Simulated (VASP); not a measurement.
# BaTiO3 (P4/mmm) in VASP: notebook

BaTiO3 is run at these levels: PBE; tasks: electric field gradients.

All numbers are computed with VASP 6.6.1; they aren't measurements. Logs are shortened: lines on timing, memory, paths and dates and some standing lists are left out, and cuts for length are marked.

## (1) The cell of the first run

The structure is tetragonal, space group P4/mmm (No. 123). Conventional cell: a = 4.026 Å, b = 4.026 Å, c = 4.045 Å, α = 90.00°, β = 90.00°, γ = 90.00°. Within 3.8 Å of Ba (site symmetry 4/mmm) lie 12 O at 2.85 Å and 8 Ti at 3.49 Å. Ti (site symmetry 4/mmm) has 6 O at 2.01 to 2.02 Å within 2.7 Å. Within 2.7 Å of O (site symmetry 4/mmm) lie 2 Ti at 2.02 Å. Within 2.7 Å of O (site symmetry mmm) lie 2 Ti at 2.01 Å.

## (2) Electric field gradients, PBE (volume scaled by 1.02)

INCAR

```
PREC = Accurate
ENCUT = 520
EDIFF = 1E-8
ISMEAR = -1
SIGMA = 0.03
LREAL = F
LASPH = T
NELM = 80
ALGO = Normal
ISIF = 2
LWAVE = F
LCHARG = F
GGA = PE
LEFG = T
NBANDS = 28
```

KPOINTS

```
Automatic mesh
0
Gamma
  7 7 7
```

POSCAR

```
BaTiO3
1.0
    4.0262895137      0.0000000000      0.0000000000
    0.0000000000      4.0262895137      0.0000000000
    0.0000000000      0.0000000000      4.0446100470
Ba Ti O
1 1 3
Direct
    0.0000000000      0.0000000000      0.0000000000
    0.5000000000      0.5000000000      0.5000000000
    0.5000000000      0.5000000000      0.0000000000
    0.5000000000      0.0000000000      0.5000000000
    0.0000000000      0.5000000000      0.5000000000
```

Potentials or basis: VASP PAW PBE potentials, release 64 (Ba_sv, Ti_sv, O).

On the command line:

```
cat potpaw_PBE.64/Ba_sv/POTCAR potpaw_PBE.64/Ti_sv/POTCAR potpaw_PBE.64/O/POTCAR > POTCAR
mpirun -np 1 vasp_std > vasp.out
```

OUTCAR:

```text
PREC = Accurate
   ENCUT = 520
   EDIFF = 1E-8
   ISMEAR = -1
   LREAL = F
   LASPH = T
   NELM = 80
   ISIF = 2
   GGA = PE

 ion  position               nearest neighbor table
   1  0.000  0.000  0.000-   3 2.85   3 2.85   3 2.85   3 2.85   5 2.85   4 2.85   5 2.85   5 2.85
                             5 2.85   4 2.85   4 2.85   4 2.85   2 3.49   2 3.49   2 3.49   2 3.49
   2  0.500  0.500  0.500-   4 2.01   5 2.01   4 2.01   5 2.01   3 2.02   3 2.02   1 3.49   1 3.49
                             1 3.49   1 3.49   1 3.49   1 3.49   1 3.49   1 3.49
   3  0.500  0.500  0.000-   2 2.02   2 2.02   1 2.85   1 2.85   1 2.85   1 2.85
   4  0.500  0.000  0.500-   2 2.01   2 2.01   1 2.85   1 2.85   1 2.85   1 2.85
   5  0.000  0.500  0.500-   2 2.01   2 2.01   1 2.85   1 2.85   1 2.85   1 2.85

  LATTYP: Found a simple tetragonal cell.
 ALAT       =     4.0262895137
 C/A-ratio  =     1.0045502275

  Lattice vectors:

 A1 = (   4.0262895137,   0.0000000000,   0.0000000000)
 A2 = (   0.0000000000,   4.0262895137,   0.0000000000)
 A3 = (   0.0000000000,   0.0000000000,   4.0446100470)

Analysis of symmetry for initial positions (statically):
=====================================================================
 Subroutine PRICEL returns:
 Original cell was already a primitive cell.

 Routine SETGRP: Setting up the symmetry group for a
 simple tetragonal supercell.

 Subroutine GETGRP returns: Found 16 space group operations
 (whereof 16 operations were pure point group operations)
 out of a pool of 16 trial point group operations.

The static configuration has the point symmetry D_4h.

Analysis of symmetry for dynamics (positions and initial velocities):
=====================================================================
 Subroutine PRICEL returns:
 Original cell was already a primitive cell.

 Routine SETGRP: Setting up the symmetry group for a
 simple tetragonal supercell.

 Subroutine GETGRP returns: Found 16 space group operations
 (whereof 16 operations were pure point group operations)
 out of a pool of 16 trial point group operations.

The dynamic configuration has the point symmetry D_4h.

 Subroutine INISYM returns: Found 16 space group operations
 (whereof 16 operations are pure point group operations),
 and found     1 'primitive' translations

----------------------------------------------------------------------------------------

                                     Primitive cell

  volume of cell :      65.5672

  direct lattice vectors                    reciprocal lattice vectors
     4.026289514  0.000000000  0.000000000     0.248367634  0.000000000  0.000000000
     0.000000000  4.026289514  0.000000000     0.000000000  0.248367634  0.000000000
     0.000000000  0.000000000  4.044610047     0.000000000  0.000000000  0.247242624

  length of vectors
     4.026289514  4.026289514  4.044610047     0.248367634  0.248367634  0.247242624

  position of ions in fractional coordinates (direct lattice)
     0.000000000  0.000000000  0.000000000
     0.500000000  0.500000000  0.500000000
     0.500000000  0.500000000  0.000000000
     0.500000000  0.000000000  0.500000000
     0.000000000  0.500000000  0.500000000

  ion indices of the primitive-cell ions
   primitive index   ion index
                 1           1
                 2           2
                 3           3
                 4           4
                 5           5

----------------------------------------------------------------------------------------

 KPOINTS: Automatic mesh

Automatic generation of k-mesh.
 Grid dimensions read from file:
 generate k-points for:    7    7    7

 Generating k-lattice:

  Cartesian coordinates                     Fractional coordinates (reciprocal lattice)
     0.035481091  0.000000000  0.000000000     0.142857143  0.000000000  0.000000000
     0.000000000  0.035481091  0.000000000     0.000000000  0.142857143  0.000000000
     0.000000000  0.000000000  0.035320375     0.000000000  0.000000000  0.142857143

  Length of vectors
     0.035481091  0.035481091  0.035320375

  Shift w.r.t. Gamma in fractional coordinates (k-lattice)
     0.000000000  0.000000000  0.000000000

 Subroutine IBZKPT returns following result:
 ===========================================

 Found     40 irreducible k-points:

 Following reciprocal coordinates:
            Coordinates               Weight
  0.000000  0.000000  0.000000      1.000000
  0.142857  0.000000  0.000000      4.000000
  0.285714  0.000000  0.000000      4.000000
  0.428571  0.000000  0.000000      4.000000
  0.142857  0.142857  0.000000      4.000000
  0.285714  0.142857  0.000000      8.000000
[... 16 lines left out ...]
  0.285714  0.000000  0.285714      8.000000
  0.428571  0.000000  0.285714      8.000000
 [... further k-points ...]
   k-points           NKPTS =     40   k-points in BZ     NKDIM =     40   number of bands    NBANDS=     28
   number of dos      NEDOS =    301   number of ions     NIONS =      5
   total plane-waves  NPLWV =  27000
   dimension x,y,z NGX =    30 NGY =   30 NGZ =   30
   dimension x,y,z NGXF=    60 NGYF=   60 NGZF=   60
   ions per type =               1   1   3
   NGX,Y,Z   is equivalent  to a cutoff of  12.39, 12.39, 12.33 a.u.
   NGXF,Y,Z  is equivalent  to a cutoff of  24.77, 24.77, 24.66 a.u.
 SYSTEM =  unknown system
   PREC   = accura    normal or accurate (medium, high low for compatibility)
   ISTART =      0    job   : 0-new  1-cont  2-samecut
   ICHARG =      2    charge: 1-file 2-atom 10-const
   ISPIN  =      1    spin polarized calculation?
   LNONCOLLINEAR =      F non collinear calculations
   LSORBIT =      F    spin-orbit coupling
   LASPH  =      T    aspherical Exc in radial PAW
   ENCUT  =  520.0 eV  38.22 Ry    6.18 a.u.   7.49  7.49  7.52*2*pi/ulx,y,z
   NELM   =     80;   NELMIN=  2; NELMDL= -5     # of ELM steps
   EDIFF  = 0.1E-07   stopping-criterion for ELM
   LREAL  =      F    real-space projection
   EDIFFG = 0.1E-06   stopping-criterion for IOM
   NSW    =      0    number of steps for IOM
   IBRION =     -1    ionic relax: 0-MD 1-quasi-New 2-CG
   NFREE  =      0    steps in history (QN), initial steepest desc. (CG)
   ISIF   =      2    stress and relaxation
   ISYM   =      2    0-nonsym 1-usesym 2-fastsym
   POTIM  = 0.5000    time-step for ionic-motion
   TEBEG  =    0.0;   TEEND  =   0.0 temperature during run
   PSTRESS=    0.0 pullay stress
   NELECT =      40.0000    total number of electrons
   NUPDOWN=      -1.0000    fix difference up-down
   EMIN   =  10.00;   EMAX   =-10.00  energy-range for DOS
   EFERMI =   0.00;   METHOD = LEGACY
   ISMEAR =    -1;   SIGMA  =   0.03  broadening in eV -4-tet -1-fermi 0-gaus
   EFERMI_NEDOS =   21; number of points for ismear=-14 and -15
   IALGO  =     38    algorithm
   IMIX   =      4    mixing-type and parameters
     AMIX     =   0.40;   BMIX     =  1.00
     AMIX_MAG =   1.60;   BMIX_MAG =  1.00
  volume/ion in A,a.u.               =      13.11        88.49
  Fermi-wavevector in a.u.,A,eV,Ry     =   1.388458  2.623804 26.229507  1.927814
  Thomas-Fermi vector in A             =   2.512582
   LORBIT       =      0    0 simple, 1 ext, 2 COOP (PROOUT), +10 PAW based schemes
   GGA     = PE    functional components
   LHFCALC =     F    Hartree Fock is set to
   AEXX    =    0.0000 exact exchange contribution
   IVDW    =     0    specifies the selected vdW correction
   LEPSILON=     F    determine dielectric tensor
   LRPA    =     F    only Hartree local field effects (RPA)
 non-spin polarized calculation
  energy-cutoff  :      520.00
  volume of cell :       65.57
 maximum number of plane-waves:      1791
 NGX is ok and might be reduce to    30
   NGX = 15   NGY = 15   NGZ = 15

 number of electron      39.9999976 magnetization

 Free energy of the ion-electron system (eV)
  ---------------------------------------------------
  ext. energy  EPLUGINS =         0.00000000
  ---------------------------------------------------
  free energy    TOTEN  =       -39.98537969 eV

  energy without entropy =      -39.98537969  energy(sigma->0) =      -39.98537969

 E-fermi :   4.4209     XC(G=0): -11.1429

 val. band max:        3.6052238085   @ k =   0.4286   0.4286   0.4286
 cond. band min:       5.3609472245   @ k =   0.0000   0.0000   0.0000
 fundamental gap:      1.7557234160
 Fermi energy:         4.4209047494

 k-point     1 :       0.0000    0.0000    0.0000
  band No.  band energies     occupation
      1     -53.0674      2.00000
      2     -29.2671      2.00000
      3     -29.2671      2.00000
      4     -29.2660      2.00000
      5     -21.2039      2.00000
      6     -13.1790      2.00000
[... 20 lines left out ...]
     27       8.7117      0.00000
     28      10.8040      0.00000

 k-point     2 :       0.1429    0.0000    0.0000
  band No.  band energies     occupation
      1     -53.0672      2.00000
      2     -29.2760      2.00000
      3     -29.2667      2.00000
      4     -29.2656      2.00000
      5     -21.1842      2.00000
      6     -13.1833      2.00000
[... 20 lines left out ...]
     27       9.0877      0.00000
     28      11.2877      0.00000

 k-point     3 :       0.2857    0.0000    0.0000
  band No.  band energies     occupation
      1     -53.0668      2.00000
      2     -29.2961      2.00000
      3     -29.2659      2.00000
      4     -29.2649      2.00000
      5     -21.1392      2.00000
      6     -13.2536      2.00000
[... 20 lines left out ...]
     27      10.0486      0.00000
     28      11.8849      0.00000

 k-point     4 :       0.4286    0.0000    0.0000
  band No.  band energies     occupation
      1     -53.0665      2.00000
      2     -29.3121      2.00000
      3     -29.2653      2.00000
      4     -29.2643      2.00000
      5     -21.1025      2.00000
      6     -13.3465      2.00000
[... 578 lines left out ...]
     27      10.4158      0.00000
     28      12.1684      0.00000

 k-point    23 :       0.2857    0.0000    0.2857
  band No.  band energies     occupation
      1     -53.0663      2.00000
      2     -29.2947      2.00000
      3     -29.2919      2.00000
      4     -29.2649      2.00000
      5     -21.0897      2.00000
      6     -13.1021      2.00000
[... 20 lines left out ...]
     27      11.4032      0.00000
     28      12.0838      0.00000

 k-point    24 :       0.4286    0.0000    0.2857
  band No.  band energies     occupation
      1     -53.0660      2.00000
      2     -29.3105      2.00000
      3     -29.2911      2.00000
      4     -29.2643      2.00000
      5     -21.0605      2.00000
      6     -13.0629      2.00000
[... 20 lines left out ...]
     27      11.9744      0.00000
     28      12.4188      0.00000

 [... further k-points ...]
[... 5 lines left out ...]
  --------------------------------------------------------------------------------------
  -------------------------------------------------------------------------------------
  Total        0.1467659      0.1467659     -0.1798274      0.0000000      0.0000000      0.0000000
  in kB        3.5863206      3.5863206     -4.3941999      0.0000000      0.0000000      0.0000000
  external PRESSURE =       0.9261471 kB  Pullay stress =       0.0000000 kB

 VOLUME and BASIS-vectors are now :
 -----------------------------------------------------------------------------
  energy-cutoff  :      520.00
  volume of cell :       65.57
      direct lattice vectors                 reciprocal lattice vectors
     4.026289514  0.000000000  0.000000000     0.248367634  0.000000000  0.000000000
     0.000000000  4.026289514  0.000000000     0.000000000  0.248367634  0.000000000
     0.000000000  0.000000000  4.044610047     0.000000000  0.000000000  0.247242624

 POSITION                                       TOTAL-FORCE (eV/Angst)
 -----------------------------------------------------------------------------------
      0.00000      0.00000      0.00000         0.000000      0.000000      0.000000
      2.01314      2.01314      2.02231         0.000000      0.000000      0.000000
      2.01314      2.01314      0.00000         0.000000      0.000000      0.000000
      2.01314      0.00000      2.02231         0.000000      0.000000      0.000000
      0.00000      2.01314      2.02231         0.000000      0.000000      0.000000
 -----------------------------------------------------------------------------------
    total drift:                                0.000000      0.000000     -0.000000

  FREE ENERGIE OF THE ION-ELECTRON SYSTEM (eV)
  ---------------------------------------------------
  free  energy   TOTEN  =       -39.9853796912 eV

  energy  without entropy=      -39.9853796912  energy(sigma->0) =      -39.98537969

 Electric field gradients (V/A^2)
---------------------------------------------------------------------
 ion       V_xx      V_yy      V_zz      V_xy      V_xz      V_yz
---------------------------------------------------------------------
   1      -0.372    -0.372     0.744    -0.000     0.000     0.000
   2      -1.903    -1.903     3.806    -0.000    -0.000    -0.000
   3     -14.088   -14.088    28.175     0.000     0.000    -0.000
   4     -13.806    26.101   -12.295    -0.000    -0.000     0.000
   5      26.101   -13.806   -12.295     0.000     0.000    -0.000
---------------------------------------------------------------------

 Electric field gradients after diagonalization (V/A^2)
 (convention: |V_zz| > |V_xx| > |V_yy|)
----------------------------------------------------------------------
 ion       V_xx      V_yy      V_zz     asymmetry (V_yy - V_xx)/ V_zz
----------------------------------------------------------------------
   1      -0.372    -0.372     0.744       0.000
   2      -1.903    -1.903     3.806       0.000
   3     -14.088   -14.088    28.175       0.000
   4     -13.806   -12.295    26.101       0.058
   5     -13.806   -12.295    26.101       0.058
----------------------------------------------------------------------

           NMR quadrupolar parameters

 Cq : quadrupolar parameter    Cq=e*Q*V_zz/h
 eta: asymmetry parameters     (V_yy - V_xx)/ V_zz
 Q  : nuclear electric quadrupole moment in mb (millibarn)
----------------------------------------------------------------------
 ion       Cq(MHz)       eta       Q (mb)
----------------------------------------------------------------------
   1       0.002       0.000       1.000
   2       0.009       0.000       1.000
   3       0.068       0.000       1.000
   4       0.063       0.058       1.000
   5       0.063       0.058       1.000
----------------------------------------------------------------------
```

Run time: 45 s. Hardware: 1 thread of Intel Xeon 6975P-C (Granite Rapids), shared host; peak memory 0.22 GiB.

Results:

| Quantity | Value |
| --- | --- |
| Free energy | -39.9854 eV |
| Pressure | 0.1 GPa |
| Band gap on the k mesh | 1.76 eV, indirect (least direct gap 1.86 eV) |

Stress tensor (GPa, compression positive):
```
 0.36  0.00  0.00
 0.00  0.36  0.00
 0.00  0.00 -0.44
```

Electric field gradients, principal values (V/Å²):
| atom | least | middle | greatest (by size) |
| --- | --- | --- | --- |
| 1 Ba | -0.372 | -0.372 | 0.744 |
| 2 Ti | -1.903 | -1.903 | 3.806 |
| 3 O | -14.088 | -14.088 | 28.175 |
| 4 O | -12.295 | -13.806 | 26.101 |
| 5 O | -12.295 | -13.806 | 26.101 |

Caveat: without QUAD_EFG the Cq values of the log hold for a quadrupole moment of 1 mb, not for the nuclei; spin-orbit coupling is left out, which moves the levels of the heavy elements. A k mesh can miss the band edges.

(Part 1 of 2 ends here.)
